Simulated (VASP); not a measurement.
Here is a VASP 6.6.1 calculation.

INCAR

```
  ALGO = Normal
  EDIFF = 1E-8
  ENCUT = 520
  ISIF = 2
  ISMEAR = 0
  LASPH = True
  LCALCEPS = True
  LCHARG = False
  LMIXTAU = True
  LREAL = False
  LWAVE = False
  METAGGA = R2SCAN
  NELM = 80
  PREC = Accurate
  SIGMA = 0.01
```

Contents of KPOINTS:

```
k-points
0
Gamma
  8 8 8
```

Contents of POSCAR:

```
BAs
1.0
    0.0000000000      2.3918700258      2.3918700258
    2.3918700258      0.0000000000      2.3918700258
    2.3918700258      2.3918700258      0.0000000000
B As
1 1
Direct
    0.0000000000      0.0000000000      0.0000000000
    0.2500000000      0.2500000000      0.2500000000
```

Potentials or basis: VASP PAW PBE potentials, release 64 (B, As).

The run is started by

```bash
$ cat potpaw_PBE.64/B/POTCAR potpaw_PBE.64/As/POTCAR > POTCAR
$ mpirun -np 1 vasp_std > vasp.out
```

Q: What does it give for the electronic dielectric tensor (diagonal)?

A: 9.20.

Q: Estimate the Born charges (mean of the diagonal).

A: B -0.40; As +0.40 e.

Q: Predict the band gap on the k mesh.

A: 1.39 eV, indirect (least direct gap 3.44 eV).

Dipole moments of the cell (e·Å, modulo the quantum): ionic 5.980, 5.980, 5.980; electronic 0.004, 0.004, 0.016

Caveat: the PAW data sets were made with another functional, which shifts forces and pressure a little. r2SCAN opens gaps a little over a GGA but as a rule still falls short of measured ones.
